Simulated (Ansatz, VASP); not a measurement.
**One calculation of MoS2, two programs**

The input INCAR:

```
SYSTEM = MoS2
PREC     = Accurate       ! precision mode
ENCUT    = 520            ! plane-wave cutoff, eV
EDIFF    = 1E-7           ! SCF threshold, eV
ISMEAR   = -1             ! smearing method
SIGMA    = 0.05           ! smearing width, eV
LREAL    = .FALSE.        ! projectors in reciprocal space
LASPH    = .TRUE.         ! aspherical terms in the spheres
NELM     = 60             ! most SCF steps
ALGO     = Normal         ! electronic algorithm
ISIF     = 2              ! what is computed and relaxed
LWAVE    = .FALSE.        ! write WAVECAR
LCHARG   = .FALSE.        ! write CHGCAR
GGA      = CA             ! functional
NBANDS   = 20             ! bands
```

File KPOINTS:

```
Automatic mesh
0
G
  9 9 4
  0 0 0
```

The input POSCAR:

```
MoS2
1.0
    3.1615794509      0.0000000000      0.0000000000
   -1.5807897255      2.7380081205      0.0000000000
    0.0000000000      0.0000000000      6.1836112739
Mo S
1 2
Direct
    0.0000000000      0.0000000000      0.5000000000
    0.6666666667      0.3333333333      0.7446806800
    0.3333333333      0.6666666667      0.2553193200
```

File input.yaml:

```yaml
crystal:
  lattice:
    - [3.1615794509, 0.0, 0.0]
    - [-1.5807897255, 2.7380081205, 0.0]
    - [0.0, 0.0, 6.1836112739]
  atoms:
    - { symbol: Mo, position: [0.0, 0.0, 0.5] }
    - { symbol: S, position: [0.6666666667, 0.3333333333, 0.74468068] }
    - { symbol: S, position: [0.3333333333, 0.6666666667, 0.25531932] }
kpoints:
  mp_grid: { grid: [9, 9, 4] }
scf:
  occupations: { method: fermi_dirac, width: 0.05 }
hamiltonian:
  xc: lda
  pseudopotentials: { kind: all_electron, lapw: { basis_error: 0.002 } }
output:
  forces: true
  stress: true
  eigenvalues: true
```

Change from the starting cell: volume scaled by 0.94.

Alike in both runs: task single point; functional LDA; k mesh 9 × 9 × 4; occupations fermi-dirac, width 0.05 eV; no spin polarisation.

```csv
,VASP,Ansatz
version,VASP 6.6.1,Ansatz 0.2.0
potentials or method,"VASP PAW LDA potentials, release 64 (Mo_sv, S), cutoff 520 eV","all-electron LAPW, scalar-relativistic"
```

VASP gave:

```
gap on the k mesh at the Fermi level (eV)                     : none
pressure (GPa)                                                : 2.9
traceless stress, the component that is largest in VASP (GPa) : 3.01
rms of the force components (eV/Å)                            : 0.432
```

Task: Estimate Ansatz's values.

Result: gap on the k mesh at the Fermi level (eV): none; pressure (GPa): 2.8; traceless stress, the component that is largest in VASP (GPa): 2.98; rms of the force components (eV/Å): 0.424.

LDA's correlation is that of Perdew and Zunger in VASP and of Perdew and Wang (1992) in Ansatz. Atom by atom the forces differ by 0.008 eV/Å (rms over components). A gap of «none» marks a metal or a gap that the smearing closes. Ansatz ran all-electron here, and VASP with PAW potentials.
